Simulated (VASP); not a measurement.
Runs of VASP 6.6.1 on Cl. The structure is that of space group Fd-3m (No. 227), or close to it. The cells are those of the table. 

```tsv
level	cell	gap on the mesh (eV)	pressure (GPa)
PBEsol	a = 3.371 Å, angles 60.0°, 2 atoms	none	95.0
PBEsol+D4	a = 3.371 Å, angles 60.0°, 2 atoms	none	92.9
PBEsol	a = 3.544 Å, angles 60.0°, 2 atoms	none	61.8
PBEsol	a = 4.111 Å, angles 60.0°, 2 atoms	none	(a)
```

Alike in all rows: task single point; potentials or basis VASP PAW PBE potentials, release 64 (Cl); no spin polarisation; k mesh 12 × 12 × 12; cutoff (eV) 520; smearing fermi-dirac 0.1 eV.

**Question.** Estimate the missing entries.

**Answer.** (a) 9.4.

Caveats: the PAW data sets were made with another functional, which shifts forces and pressure a little; pairwise dispersion overbinds metals, which lowers pressure and volume (some runs).

A gap of «none» marks levels without a gap at the run's occupations.
